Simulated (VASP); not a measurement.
# C: single point with r2SCAN+rVV10

C:

```
CELL_PARAMETERS angstrom
0.00000 2.12570 3.36486
1.22804 0.00000 3.36486
1.22804 2.12570 0.00000
ATOMIC_POSITIONS crystal
C 0.16668 0.83332 0.16668
C 0.83332 0.16668 0.83332
```

```json
{"Program": "VASP 6.6.1", "Task": "single point", "Functional": "r2SCAN", "Dispersion": "rVV10", "Potentials or basis": "VASP PAW PBE potentials, release 64 (C)", "Cutoff": "520 eV", "k mesh": "15 × 15 × 15", "Occupations": "fermi-dirac, width 0.1 eV", "Spin": "no spin polarisation"}
```

```json
{
 "Pressure": "0.7 GPa",
 "Band gap on the k mesh": "0.10 eV, indirect (least direct gap 0.11 eV)"
}
```

Forces on the atoms (eV/Å):
```
C    0.000 -0.002  0.000
C    0.000  0.002  0.000
```

Stress tensor (GPa, compression positive):
```
 1.11  0.00  0.00
 0.00  1.11  0.00
 0.00  0.00 -0.15
```

Levels at points of the mesh, in eV from the valence-band top:
```
           k point  band 2  band 3  band 4  band 5  band 6  band 7
(0.00, 0.00, 0.00)   -7.02   -3.16   -3.14    4.31    8.77    8.83
```

Wall time 9 min on 1 thread of Intel(R) Xeon(R) Platinum 8259CL CPU @ 2.50GHz (Skylake/Cascade Lake), with other jobs on the host, peak memory 0.27 GiB.

Caveat: the PAW data sets were made with another functional, which shifts forces and pressure a little. A k mesh can miss the band edges.
